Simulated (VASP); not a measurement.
# Cs2AgBiBr6 (Fm-3m) in VASP: further runs

Aim: see how the results for Cs2AgBiBr6 move with the level of theory and the settings. Levels: PBEsol+D4, PBEsol, PBEsol+D3(BJ). Tasks: single point.

All numbers are computed with VASP 6.6.1; they aren't measurements. Logs are shortened: lines on timing, memory, paths and dates and some standing lists are left out, and cuts for length are marked.

## Step 1: The cell of the first run

Symmetry: Fm-3m, No. 225, cubic system. The conventional cell has a = 11.102 Å, b = 11.102 Å, c = 11.102 Å, α = 90.00°, β = 90.00°, γ = 90.00°. Bi (site symmetry m-3m) has 6 Br at 2.82 Å within 3.7 Å. Cs (site symmetry -43m) has 12 Br at 3.93 Å and 4 Bi at 4.81 Å and 4 Ag at 4.81 Å within 5.2 Å. Within 3.6 Å of Ag (site symmetry m-3m) lie 6 Br at 2.73 Å. Br (site symmetry 4mm) has 1 Ag at 2.73 Å and 1 Bi at 2.82 Å within 3.6 Å.

## Step 2: Single point, PBEsol+D4

INCAR reads:

```
ALGO = Normal
EDIFF = 1E-6
ENCUT = 500
GGA = PS
GGA_COMPAT = F
ISIF = 2
ISMEAR = -1
IVDW = 13
LASPH = T
LCHARG = T
LELF = T
LREAL = F
LVHAR = T
LWAVE = F
NBANDS = 54
NELM = 120
PREC = Accurate
SIGMA = 0.05
```

KPOINTS reads:

```
k-points
0
Gamma
  4 4 4
```

POSCAR reads:

```
Cs2AgBiBr6
1.0
    0.0000000000      5.5511308242      5.5511308242
    5.5511308242      0.0000000000      5.5511308242
    5.5511308242      5.5511308242      0.0000000000
Bi Cs Ag Br
1 2 1 6
Direct
    0.0000000000      0.0000000000      0.0000000000
    0.7500000000      0.7500000000      0.7500000000
    0.2500000000      0.2500000000      0.2500000000
    0.5000000000      0.5000000000      0.5000000000
    0.7455481525      0.7455481525      0.2544518475
    0.2544518475      0.2544518475      0.7455481525
    0.7455481525      0.2544518475      0.2544518475
    0.7455481525      0.2544518475      0.7455481525
    0.2544518475      0.7455481525      0.7455481525
    0.2544518475      0.7455481525      0.2544518475
```

Potentials or basis: VASP PAW PBE potentials, release 64 (Bi_d, Cs_sv, Ag, Br).

Started as:

```console
cat potpaw_PBE.64/Bi_d/POTCAR potpaw_PBE.64/Cs_sv/POTCAR potpaw_PBE.64/Ag/POTCAR potpaw_PBE.64/Br/POTCAR > POTCAR
mpirun -np 1 vasp_std > vasp.out
```

OUTCAR:

```text
EDIFF = 1E-6
   ENCUT = 500
   GGA = PS
   ISIF = 2
   ISMEAR = -1
   IVDW = 13
   LASPH = T
   LREAL = F
   NELM = 120
   PREC = Accurate

 ion  position               nearest neighbor table
   1  0.000  0.000  0.000-   5 2.82   6 2.82   7 2.82   8 2.82   9 2.82  10 2.82
   2  0.750  0.750  0.750-
   3  0.250  0.250  0.250-
   4  0.500  0.500  0.500-   5 2.73   6 2.73   7 2.73   8 2.73   9 2.73  10 2.73
   5  0.746  0.746  0.254-   4 2.73   1 2.82
   6  0.254  0.254  0.746-   4 2.73   1 2.82
   7  0.746  0.254  0.254-   4 2.73   1 2.82
   8  0.746  0.254  0.746-   4 2.73   1 2.82
   9  0.254  0.746  0.746-   4 2.73   1 2.82
  10  0.254  0.746  0.254-   4 2.73   1 2.82

  LATTYP: Found a face centered cubic cell.
 ALAT       =    11.1022616484

  Lattice vectors:

 A1 = (   0.0000000000,   5.5511308242,   5.5511308242)
 A2 = (   5.5511308242,   0.0000000000,   5.5511308242)
 A3 = (   5.5511308242,   5.5511308242,   0.0000000000)

Analysis of symmetry for initial positions (statically):
=====================================================================
 Subroutine PRICEL returns:
 Original cell was already a primitive cell.

 Routine SETGRP: Setting up the symmetry group for a
 face centered cubic supercell.

 Subroutine GETGRP returns: Found 48 space group operations
 (whereof 48 operations were pure point group operations)
 out of a pool of 48 trial point group operations.

The static configuration has the point symmetry O_h .

Analysis of symmetry for dynamics (positions and initial velocities):
=====================================================================
 Subroutine PRICEL returns:
 Original cell was already a primitive cell.

 Routine SETGRP: Setting up the symmetry group for a
 face centered cubic supercell.

 Subroutine GETGRP returns: Found 48 space group operations
 (whereof 48 operations were pure point group operations)
 out of a pool of 48 trial point group operations.

The dynamic configuration has the point symmetry O_h .

 Subroutine INISYM returns: Found 48 space group operations
 (whereof 48 operations are pure point group operations),
 and found     1 'primitive' translations

----------------------------------------------------------------------------------------

                                     Primitive cell

  volume of cell :     342.1168

  direct lattice vectors                    reciprocal lattice vectors
     0.000000000  5.551130824  5.551130824    -0.090071738  0.090071738  0.090071738
     5.551130824  0.000000000  5.551130824     0.090071738 -0.090071738  0.090071738
     5.551130824  5.551130824  0.000000000     0.090071738  0.090071738 -0.090071738

  length of vectors
     7.850484498  7.850484498  7.850484498     0.156008826  0.156008826  0.156008826

  position of ions in fractional coordinates (direct lattice)
     0.000000000  0.000000000  0.000000000
     0.750000000  0.750000000  0.750000000
     0.250000000  0.250000000  0.250000000
     0.500000000  0.500000000  0.500000000
     0.745548152  0.745548152  0.254451848
     0.254451848  0.254451848  0.745548152
     0.745548152  0.254451848  0.254451848
     0.745548152  0.254451848  0.745548152
     0.254451848  0.745548152  0.745548152
     0.254451848  0.745548152  0.254451848

  ion indices of the primitive-cell ions
   primitive index   ion index
                 1           1
                 2           2
                 3           3
                 4           4
                 5           5
                 6           6
                 7           7
                 8           8
                 9           9
                10          10

----------------------------------------------------------------------------------------

 KPOINTS: k-points

Automatic generation of k-mesh.
 Grid dimensions read from file:
 generate k-points for:    4    4    4

 Generating k-lattice:

  Cartesian coordinates                     Fractional coordinates (reciprocal lattice)
    -0.022517934  0.022517934  0.022517934     0.250000000  0.000000000  0.000000000
     0.022517934 -0.022517934  0.022517934     0.000000000  0.250000000  0.000000000
     0.022517934  0.022517934 -0.022517934     0.000000000  0.000000000  0.250000000

  Length of vectors
     0.039002207  0.039002207  0.039002207

  Shift w.r.t. Gamma in fractional coordinates (k-lattice)
     0.000000000  0.000000000  0.000000000

 Subroutine IBZKPT returns following result:
 ===========================================

 Found      8 irreducible k-points:

 Following reciprocal coordinates:
            Coordinates               Weight
  0.000000  0.000000  0.000000      1.000000
  0.250000  0.000000  0.000000      8.000000
  0.500000  0.000000  0.000000      4.000000
  0.250000  0.250000  0.000000      6.000000
  0.500000  0.250000  0.000000     24.000000
 -0.250000  0.250000  0.000000     12.000000
  0.500000  0.500000  0.000000      3.000000
 -0.250000  0.500000  0.250000      6.000000
   k-points           NKPTS =      8   k-points in BZ     NKDIM =      8   number of bands    NBANDS=     54
   number of dos      NEDOS =    301   number of ions     NIONS =     10
   total plane-waves  NPLWV = 216000
   dimension x,y,z NGX =    60 NGY =   60 NGZ =   60
   dimension x,y,z NGXF=   120 NGYF=  120 NGZF=  120
   ions per type =               1   2   1   6
   NGX,Y,Z   is equivalent  to a cutoff of  12.71, 12.71, 12.71 a.u.
   NGXF,Y,Z  is equivalent  to a cutoff of  25.41, 25.41, 25.41 a.u.
 SYSTEM =  unknown system
   PREC   = accura    normal or accurate (medium, high low for compatibility)
   ISTART =      0    job   : 0-new  1-cont  2-samecut
   ICHARG =      2    charge: 1-file 2-atom 10-const
   ISPIN  =      1    spin polarized calculation?
   LNONCOLLINEAR =      F non collinear calculations
   LSORBIT =      F    spin-orbit coupling
   LASPH  =      T    aspherical Exc in radial PAW
   ENCUT  =  500.0 eV  36.75 Ry    6.06 a.u.  14.31 14.31 14.31*2*pi/ulx,y,z
   NELM   =    120;   NELMIN=  2; NELMDL= -5     # of ELM steps
   EDIFF  = 0.1E-05   stopping-criterion for ELM
   LREAL  =      F    real-space projection
   EDIFFG = 0.1E-04   stopping-criterion for IOM
   NSW    =      0    number of steps for IOM
   IBRION =     -1    ionic relax: 0-MD 1-quasi-New 2-CG
   NFREE  =      0    steps in history (QN), initial steepest desc. (CG)
   ISIF   =      2    stress and relaxation
   ISYM   =      2    0-nonsym 1-usesym 2-fastsym
   POTIM  = 0.5000    time-step for ionic-motion
   TEBEG  =    0.0;   TEEND  =   0.0 temperature during run
   PSTRESS=    0.0 pullay stress
   NELECT =      86.0000    total number of electrons
   NUPDOWN=      -1.0000    fix difference up-down
   EMIN   =  10.00;   EMAX   =-10.00  energy-range for DOS
   EFERMI =   0.00;   METHOD = LEGACY
   ISMEAR =    -1;   SIGMA  =   0.05  broadening in eV -4-tet -1-fermi 0-gaus
   EFERMI_NEDOS =   21; number of points for ismear=-14 and -15
   IALGO  =     38    algorithm
   IMIX   =      4    mixing-type and parameters
     AMIX     =   0.40;   BMIX     =  1.00
     AMIX_MAG =   1.60;   BMIX_MAG =  1.00
  volume/ion in A,a.u.               =      34.21       230.87
  Fermi-wavevector in a.u.,A,eV,Ry     =   1.033196  1.952458 14.524146  1.067495
  Thomas-Fermi vector in A             =   2.167431
   LORBIT       =      0    0 simple, 1 ext, 2 COOP (PROOUT), +10 PAW based schemes
   GGA     = PS    functional components
   LHFCALC =     F    Hartree Fock is set to
   AEXX    =    0.0000 exact exchange contribution
   IVDW    =    13    specifies the selected vdW correction
   LEPSILON=     F    determine dielectric tensor
   LRPA    =     F    only Hartree local field effects (RPA)
 non-spin polarized calculation
  energy-cutoff  :      500.00
  volume of cell :      342.12
 maximum number of plane-waves:      8728
 NGX is ok and might be reduce to    60
   NGX = 29   NGY = 29   NGZ = 29

 number of electron      86.0000009 magnetization

 Free energy of the ion-electron system (eV)
  ---------------------------------------------------
  ext. energy  EPLUGINS =         0.00000000
  ---------------------------------------------------
  free energy    TOTEN  =       -31.81031507 eV

  energy without entropy =      -31.81031145  energy(sigma->0) =      -31.81031326

 E-fermi :   2.2172     XC(G=0):  -8.5265

 val. band max:        1.6901894307   @ k =   0.5000   0.5000   0.0000
 cond. band min:       2.7478999189   @ k =   0.5000   0.0000   0.0000
 fundamental gap:      1.0577104882
 Fermi energy:         2.2172332927

 k-point     1 :       0.0000    0.0000    0.0000
  band No.  band energies     occupation
      1     -21.4606      2.00000
      2     -21.4606      2.00000
      3     -21.4182      2.00000
      4     -21.4182      2.00000
      5     -21.4182      2.00000
      6     -19.1550      2.00000
[... 46 lines left out ...]
     53       6.8130      0.00000
     54       6.9252      0.00000

 k-point     2 :       0.2500    0.0000    0.0000
  band No.  band energies     occupation
      1     -21.4606      2.00000
      2     -21.4606      2.00000
      3     -21.4183      2.00000
      4     -21.4182      2.00000
      5     -21.4182      2.00000
      6     -19.1535      2.00000
[... 46 lines left out ...]
     53       7.1481      0.00000
     54       7.2472      0.00000
[... 283 lines left out ...]
     53       7.7876      0.00000
     54       8.1867      0.00000

 k-point     8 :      -0.2500    0.5000    0.2500
  band No.  band energies     occupation
      1     -21.4607      2.00000
      2     -21.4606      2.00000
      3     -21.4183      2.00000
      4     -21.4183      2.00000
      5     -21.4182      2.00000
      6     -19.1502      2.00000
[... 46 lines left out ...]
     53       7.5201      0.00000
     54       7.8676      0.00000

------------------------ aborting loop because EDIFF is reached ----------------------------------------

  DFT-D4 for vdW energy calculation

  Edisp (eV):   -1.37701

  FORCE on cell =-STRESS in cart. coord.  units (eV):
  Direction    XX          YY          ZZ          XY          YZ          ZX
  --------------------------------------------------------------------------------------
  -------------------------------------------------------------------------------------
  Total       0.03545     0.03545     0.03545    -0.00000    -0.00000    -0.00000
  in kB       0.16603     0.16603     0.16603    -0.00000    -0.00000    -0.00000
  external pressure =        0.17 kB  Pullay stress =        0.00 kB

 VOLUME and BASIS-vectors are now :
 -----------------------------------------------------------------------------
  energy-cutoff  :      500.00
  volume of cell :      342.12
      direct lattice vectors                 reciprocal lattice vectors
     0.000000000  5.551130824  5.551130824    -0.090071738  0.090071738  0.090071738
     5.551130824  0.000000000  5.551130824     0.090071738 -0.090071738  0.090071738
     5.551130824  5.551130824  0.000000000     0.090071738  0.090071738 -0.090071738

 POSITION                                       TOTAL-FORCE (eV/Angst)
 -----------------------------------------------------------------------------------
      0.00000      0.00000      0.00000         0.000000      0.000000      0.000000
      8.32670      8.32670      8.32670         0.000000      0.000000     -0.000000
      2.77557      2.77557      2.77557        -0.000000     -0.000000      0.000000
      5.55113      5.55113      5.55113         0.000000     -0.000000      0.000000
      5.55113      5.55113      8.27727         0.000000      0.000000     -0.006792
      5.55113      5.55113      2.82499         0.000000      0.000000      0.006792
      2.82499      5.55113      5.55113         0.006792      0.000000      0.000000
      5.55113      8.27727      5.55113         0.000000     -0.006792      0.000000
      8.27727      5.55113      5.55113        -0.006792      0.000000      0.000000
      5.55113      2.82499      5.55113         0.000000      0.006792      0.000000
 -----------------------------------------------------------------------------------
    total drift:                               -0.000000     -0.000000      0.000000

  FREE ENERGIE OF THE ION-ELECTRON SYSTEM (eV)
  ---------------------------------------------------
  free  energy   TOTEN  =       -33.1873251757 eV

  energy  without entropy=      -33.1873215539  energy(sigma->0) =      -33.18732336
```

It took 6.4 min on 1 thread of Oxide Virtual Turin-like, shared host; peak memory 0.54 GiB.

What came out:

```
Free energy                : -33.1873 eV
Pressure                   : 0.0 GPa
Largest force              : 0.007 eV/Å
Band gap on the k mesh     : 1.06 eV (least direct gap 2.34 eV)
Dispersion energy per atom : -0.138 eV
```

Forces in eV/Å, atoms in the order of the input:
```
Bi   0.000  0.000  0.000
Cs   0.000  0.000  0.000
Cs   0.000  0.000  0.000
Ag   0.000  0.000  0.000
Br   0.000  0.000 -0.007
Br   0.000  0.000  0.007
Br   0.007  0.000  0.000
Br   0.000 -0.007  0.000
Br  -0.007  0.000  0.000
Br   0.000  0.007  0.000
```

Levels at points of the mesh, in eV from the valence-band top:
| k point | band 40 | band 41 | band 42 | band 43 | band 44 | band 45 | band 46 | band 47 |
| --- | --- | --- | --- | --- | --- | --- | --- | --- |
| (0.00, 0.00, 0.00) | -1.34 | -1.34 | -0.66 | -0.66 | 2.01 | 2.01 | 2.01 | 3.40 |
| (0.50, 0.00, 0.00) | -1.69 | -1.61 | -1.34 | -1.34 | 1.06 | 3.55 | 3.55 | 4.75 |
| (0.50, 0.50, 0.00) | -1.73 | -1.36 | -0.67 | 0.00 | 2.55 | 2.55 | 2.95 | 4.54 |

Caveat: the PAW data sets were made with another functional, which shifts forces and pressure a little; spin-orbit coupling is left out, which moves the levels of the heavy elements.

[end of part 1 of 2]
